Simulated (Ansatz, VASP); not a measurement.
## Cu in VASP and in Ansatz

The input INCAR:

```
SYSTEM = Cu
ALGO = Normal ; EDIFF = 1E-7
EDIFFG = -0.01 ; ENCUT = 600
GGA = RE ; GGA_COMPAT = .False.
IBRION = 2 ; ISIF = 3
ISMEAR = -1 ; IVDW = 12
LASPH = .True. ; LCHARG = .False.
LREAL = .False. ; LWAVE = .False.
NELM = 120 ; NELMIN = 4
NSW = 60 ; PREC = Accurate
SIGMA = 0.05
```

The input KPOINTS:

```
k-points
0
Gamma
  13 13 13
  0 0 0
```

Contents of POSCAR:

```
Cu
1.0
    0.0000000000      1.8075000000      1.8075000000
    1.8075000000      0.0000000000      1.8075000000
    1.8075000000      1.8075000000      0.0000000000
Cu
1
Direct
    0.0000000000      0.0000000000      0.0000000000
```

Contents of input.yaml:

```yaml
crystal:
  lattice:
    - [0.0, 1.8075, 1.8075]
    - [1.8075, 0.0, 1.8075]
    - [1.8075, 1.8075, 0.0]
  atoms:
    - { symbol: Cu, position: [0.0, 0.0, 0.0] }
hamiltonian:
  xc: revpbe
  pseudopotentials: { kind: paw }
  dispersion: d3bj
kpoints:
  mp_grid: { grid: [13, 13, 13] }
scf:
  occupations: { method: fermi_dirac, width: 0.05 }
output:
  forces: true
  stress: true
  write_density: true
  write_potential: true
  elf: true
  volumetric_format: npy
relax:
  f_tol: 0.01
  max_steps: 40
  cell: { stress_tol: 0.05 }
```

Alike in both runs: task relaxation of cell and atoms; functional revPBE; dispersion D3(BJ); k mesh 13 × 13 × 13; occupations fermi-dirac, width 0.05 eV; no spin polarisation.

|  | VASP | Ansatz |
| --- | --- | --- |
| version | VASP 6.6.1 | Ansatz 0.2.0 |
| potentials or method | VASP PAW PBE potentials, release 64 (Cu) | Ansatz PAW |
| plane-wave cutoff (eV) | 600 | 420 |
| valence electrons in the cell | 11 | 19 |

|  | VASP | Ansatz | Ansatz less VASP |
| --- | --- | --- | --- |
| gap on the k mesh at the Fermi level, each at its own relaxed structure (eV) | none | none | - |
| relaxed volume (Å³/atom) | 11.03 | 10.99 | -0.040 |
| relaxed cell length with the largest relative difference (Å) | 2.499 | 2.496 | -0.0030 |

VASP's potentials were made for PBE, not for revPBE. A gap of «none» marks a metal or a gap that the smearing closes. VASP's potentials hold 11 valence electrons a cell and Ansatz's 19, so a difference there can come from the potentials and not from the codes.

Noted on Ansatz's run: the plane-wave basis is chosen anew once the cell has moved, so the energies of steps on either side of that aren't comparable.
